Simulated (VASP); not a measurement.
**NaF: single point with PBE**

The system is NaF.

```xyz
4
Lattice="3.8681 0.0000 0.0000 -1.9340 3.3498 0.0000 0.0000 0.0000 4.5514" Properties=species:S:1:pos:R:3 pbc="T T T"
Na    0.0000    2.2332   -0.2845
Na    1.9340    1.1166    1.9912
F     0.0000    2.2332    1.9912
F     1.9340    1.1166    4.2669
```

```json
{
  "Program": "VASP 6.6.1",
  "Task": "single point",
  "Functional": "PBE",
  "Potentials or basis": "VASP PAW PBE potentials, release 64 (Na_pv, F)",
  "Cutoff": "600 eV",
  "k mesh": "6 × 6 × 4",
  "Occupations": "gaussian, width 0.01 eV",
  "Spin": "no spin polarisation",
  "Dipole correction": "no",
  "Further INCAR settings": "ALGO = Normal; EDIFF = 1e-06; NBANDS = 22"
}
```

| Property | Result |
| --- | --- |
| Pressure | 2.4 GPa |
| Band gap on the k mesh | 5.68 eV |

Stress tensor (GPa, compression positive):
```
2.20 0.00 0.00
0.00 2.20 0.00
0.00 0.00 2.84
```

Levels at points of the mesh, in eV from the valence-band top:
| k point | band 12 | band 13 | band 14 | band 15 | band 16 | band 17 |
| --- | --- | --- | --- | --- | --- | --- |
| (0.00, 0.00, 0.00) | -0.30 | -0.30 | 0.00 | 5.68 | 12.86 | 12.99 |
| (0.50, 0.00, 0.00) | -0.62 | -0.36 | -0.17 | 8.83 | 10.41 | 12.92 |
| (0.00, 0.00, 0.50) | -0.46 | -0.46 | -0.46 | 7.98 | 7.98 | 16.45 |
| (0.50, 0.00, 0.50) | -0.48 | -0.26 | -0.26 | 9.89 | 9.89 | 12.46 |

Run time: 39 s on 1 thread of AMD EPYC 7R13, on a shared host, peak memory 0.15 GiB.
